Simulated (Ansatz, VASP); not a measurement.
## Two plane-wave programs on NaH

```
CELL_PARAMETERS angstrom
0.05291 2.45042 2.45042
2.45042 0.05291 2.45042
2.45042 2.45042 0.05291
ATOMIC_POSITIONS crystal
Na 0.00000 0.00000 0.00000
H 0.50000 0.50000 0.50000
```

Change from the starting cell: shear_111 strain +3.3%.

Alike in both runs: task single point; functional PBE; k mesh 10 × 10 × 10; occupations fermi-dirac, width 0.02 eV; no spin polarisation.

|  | VASP | Ansatz |
| --- | --- | --- |
| version | VASP 6.6.1 | Ansatz 0.2.0 |
| potentials or method | VASP PAW PBE potentials, release 64 (Na_pv, H) | plane waves, PAW |
| plane-wave cutoff (eV) | 520 | 420 |
| valence electrons in the cell | 8 | 10 |

Ansatz gave:

- gap on the k mesh at the Fermi level (eV): 3.57
- pressure (GPa): -0.2
- traceless stress, the component that is largest in VASP (GPa): -0.51

Q: Which values does VASP return?

A: gap on the k mesh at the Fermi level (eV): 3.56; pressure (GPa): -0.3; traceless stress, the component that is largest in VASP (GPa): -0.51.

VASP's potentials hold 8 valence electrons a cell and Ansatz's 10, so a difference there can come from the potentials and not from the codes.
